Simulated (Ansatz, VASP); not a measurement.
**CdS: VASP beside Ansatz**

```
Cd S
1.0
     0.00000    2.83237    2.83237
     2.83237    0.00000    2.83237
     2.83237    2.83237    0.00000
Cd S
1 1
Direct
  0.00000 0.00000 0.00000
  0.25000 0.25000 0.25000
```

Change from the starting cell: volume scaled by 0.92, PAW files, source ansatz.

Alike in both runs: task single point; functional PBEsol; k mesh 11 × 11 × 11; occupations fermi-dirac, width 0.08 eV; no spin polarisation.

|  | VASP | Ansatz |
| --- | --- | --- |
| version | VASP 6.6.1 | Ansatz 0.2.0 |
| potentials or method | VASP PAW PBE potentials, release 64 (Cd, S) | PAW with other files of Ansatz's library (source ansatz), scalar-relativistic |
| plane-wave cutoff (eV) | 520 | 520 |
| valence electrons in the cell | 18 | 26 |

VASP gave:

```
pressure (GPa) : 6.8
```

Task: Which values does Ansatz return?

Result: Pressure (GPa): 6.2.

VASP's potentials were made for PBE, not for PBEsol. VASP's potentials hold 18 valence electrons a cell and Ansatz's 26, so a difference there can come from the potentials and not from the codes.
